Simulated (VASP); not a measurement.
Write the native input for VASP 6.6.1 that does the following.

```yaml
Task: single point
Functional: PBE
Dispersion: D3(BJ)
Potentials_or_basis: VASP PAW PBE potentials, release 64 (Li_sv)
Cutoff: 520 eV
k_mesh: 16 × 16 × 12
Occupations: gaussian, width 0.15 eV
Spin: no spin polarisation
Dipole_correction: no
Further_INCAR_settings: ALGO = Fast; EDIFF = 1e-07; NBANDS = 10
```

The structure of Li lies in POSCAR:

```
Li
1.0
    0.0000000000     -2.0886081792     -2.0886081792
    0.0000000000      2.0886081792     -2.0886081792
    4.1772163584      0.0000000000      0.0000000000
Li
2
Direct
    0.6017423958      0.3982576042      0.5000000000
   -0.1017423958      0.1017423958      0.0000000000
```

This cell differs from its parent crystal: atoms displaced along a vibrational mode.

These files were run (other wordings do the same):

INCAR

```
SYSTEM = Li
  PREC = Accurate
  ENCUT = 520
  EDIFF = 1E-7
  ISMEAR = 0
  SIGMA = 0.15
  LREAL = .FALSE.
  LASPH = .TRUE.
  NELM = 60
  ALGO = Fast
  ISIF = 2
  LWAVE = .FALSE.
  LCHARG = .FALSE.
  GGA = PE
  IVDW = 12
  NBANDS = 10
```

KPOINTS

```
regular mesh
0
G
  16 16 12
  0 0 0
```

Potentials or basis: VASP PAW PBE potentials, release 64 (Li_sv).

Command:

```bash
$ cat potpaw_PBE.64/Li_sv/POTCAR > POTCAR
$ mpirun -np 1 vasp_std > vasp.out
```

It gave:

```yaml
Largest_force: 0.624 eV/Å
Band_gap_on_the_k_mesh: zero (bands 3 and 4 overlap by 5.20 eV)
Dispersion_energy_per_atom: -0.189 eV
```

Caveat: the cell differs from its parent crystal (atoms displaced along a vibrational mode).

It took 5.3 min on 1 thread of Intel Xeon 8259CL, on a shared host, peak memory 0.26 GiB.
